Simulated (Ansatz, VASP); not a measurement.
# One calculation of Pb, two programs

```
CELL_PARAMETERS angstrom
0.00000 2.49475 2.49475
2.49475 0.00000 2.49475
2.49475 2.49475 0.00000
ATOMIC_POSITIONS crystal
Pb 0.00000 0.00000 0.00000
```

Alike in both runs: task single point; functional PBEsol; k mesh 6 × 6 × 6; occupations gaussian, width 0.1 eV; no spin polarisation.

```csv
,VASP,Ansatz
version,VASP 6.6.1,Ansatz 0.2.0
potentials or method,"VASP PAW PBE potentials, release 64 (Pb_d), cutoff 500 eV","scalar-relativistic, plane waves, PAW"
valence electrons in the cell,14,14
```

|  | VASP | Ansatz | Ansatz less VASP |
| --- | --- | --- | --- |
| gap on the k mesh at the Fermi level (eV) | none | none | - |
| pressure (GPa) | -0.7 | -0.7 | +0.08 |

VASP's potentials were made for PBE, not for PBEsol. A gap of «none» marks a metal or a gap that the smearing closes. The functional is the same, so the differences come from potentials, cutoffs and numerics.

The k mesh is coarse, so the values compare programs but aren't converged. Neither program's run includes spin-orbit coupling.
